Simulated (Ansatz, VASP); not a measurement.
**Ga2SnO2 in VASP and in Ansatz**

Contents of INCAR:

```
ALGO     = Normal         # electronic algorithm
EDIFF    = 1E-6           # SCF threshold, eV
EDIFFG   = -0.04          # ionic threshold
ENCUT    = 600            # plane-wave cutoff, eV
GGA      = PE             # functional
IBRION   = 2              # ionic algorithm
ISIF     = 3              # what is computed and relaxed
ISMEAR   = 0              # smearing method
LASPH    = T              # aspherical terms in the spheres
LCHARG   = F              # write CHGCAR
LREAL    = F              # projectors in reciprocal space
LWAVE    = F              # write WAVECAR
NELM     = 60             # most SCF steps
NSW      = 90             # ionic steps
PREC     = Accurate       # precision mode
SIGMA    = 0.1            # smearing width, eV
```

The input KPOINTS:

```
k-points
0
Gamma
  6 6 4
```

The input POSCAR:

```
Ga2SnO2
1.0
    3.6748432700      0.0000000000      0.0000000000
    0.0000000000      3.6748432700      0.0000000000
    0.0000000000      0.0000000000      7.1544374700
Ga Sn O
2 1 2
Direct
    0.5000000000      0.5000000000      0.2949224600
    0.5000000000      0.5000000000      0.7050775400
    0.0000000000      0.0000000000      0.0000000000
    0.0000000000      0.0000000000      0.7587220300
    0.0000000000      0.0000000000      0.2412779700
```

Input for Ansatz:

```yaml
crystal:
  lattice:
    - [3.67484327, 0.0, 0.0]
    - [0.0, 3.67484327, 0.0]
    - [0.0, 0.0, 7.15443747]
  atoms:
    - { symbol: Ga, position: [0.5, 0.5, 0.29492246] }
    - { symbol: Ga, position: [0.5, 0.5, 0.70507754] }
    - { symbol: Sn, position: [0.0, 0.0, 0.0] }
    - { symbol: O, position: [0.0, 0.0, 0.75872203] }
    - { symbol: O, position: [0.0, 0.0, 0.24127797] }
basis:
  ecutwfc: 420
kpoints:
  mp_grid: { grid: [6, 6, 4] }
hamiltonian:
  xc: pbe
scf:
  occupations: { method: gaussian, width: 0.1 }
  lower_state_search: "off"
output:
  forces: true
  stress: true
  eigenvalues: true
relax:
  adjacent_minimum: "off"
  f_tol: 0.04
  max_steps: 70
  cell: { stress_tol: 0.4 }
```

Alike in both runs: task relaxation of cell and atoms; functional PBE; k mesh 6 × 6 × 4; occupations gaussian, width 0.1 eV; no spin polarisation.

|  | VASP | Ansatz |
| --- | --- | --- |
| version | VASP 6.6.1 | Ansatz 0.2.0 |
| potentials or method | VASP PAW PBE potentials, release 64 (Ga_d, Sn_d, O), cutoff 600 eV | scalar-relativistic, plane waves, PAW |
| valence electrons in the cell | 52 | 52 |

|  | VASP | Ansatz | Ansatz less VASP |
| --- | --- | --- | --- |
| gap on the k mesh at the Fermi level, each at its own relaxed structure (eV) | none | none | - |
| relaxed volume (Å³/atom) | 15.67 | 15.67 | -0.002 |
| relaxed cell length with the largest relative difference (Å) | 8.791 | 8.868 | +0.0768 |

A gap of «none» marks a metal or a gap that the smearing closes.

Noted on VASP's run: the volume moved by over 15 % at a fixed basis, so the end points are rough.
